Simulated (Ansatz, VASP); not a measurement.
This is a calculation of Hf for VASP 6.6.1.

The input INCAR:

```
ALGO = Normal
EDIFF = 1E-6
ENCUT = 500
GGA = PE
GGA_COMPAT = False
ISIF = 2
ISMEAR = -1
LASPH = True
LCHARG = True
LELF = True
LREAL = False
LVHAR = True
LWAVE = False
NBANDS = 11
NELM = 120
PREC = Accurate
SIGMA = 0.03
```

Contents of KPOINTS:

```
k-points
0
Gamma
  6 6 6
```

File POSCAR:

```
Hf
1.0
    0.0000000000      2.2200000000      2.2200000000
    2.2200000000      0.0000000000      2.2200000000
    2.2200000000      2.2200000000      0.0000000000
Hf
1
Direct
    0.0000000000      0.0000000000      0.0000000000
```

Potentials or basis: VASP PAW PBE potentials, release 64 (Hf_pv).

Launch:

```sh
$ cat potpaw_PBE.64/Hf_pv/POTCAR > POTCAR
$ mpirun -np 1 vasp_std > vasp.out
```

Q: Set up the same calculation for Ansatz 0.2.0. Potentials there: all-electron LAPW, scalar-relativistic.

A: As run (the cutoff follows the program's own potentials):

File input.yaml:

```yaml
crystal:
  lattice:
    - [0.0, 2.22, 2.22]
    - [2.22, 0.0, 2.22]
    - [2.22, 2.22, 0.0]
  atoms:
    - { symbol: Hf, position: [0.0, 0.0, 0.0] }
kpoints:
  mp_grid: { grid: [6, 6, 6] }
scf:
  occupations: { method: fermi_dirac, width: 0.03 }
hamiltonian:
  xc: pbe
  pseudopotentials: { kind: all_electron, lapw: { basis_error: 0.003 } }
output:
  forces: true
  stress: true
  eigenvalues: true
```

Potentials or basis: all-electron LAPW, scalar-relativistic.

Launch:

```bash
$ ansatz run input.yaml --threads 1 --pin off --max-ram 2560MiB --backend cpu --events-out ev --progress --plain --runs-dir out
```

Both were run:

|  | VASP | Ansatz | Ansatz less VASP |
| --- | --- | --- | --- |
| gap on the k mesh at the Fermi level (eV) | none | none | - |
| pressure (GPa) | 2.4 | 3.0 | +0.55 |

A gap of «none» marks a metal or a gap that the smearing closes. Ansatz ran all-electron here, and VASP with PAW potentials.

The k mesh is coarse, so the values compare programs but aren't converged. Spin-orbit coupling is off throughout.
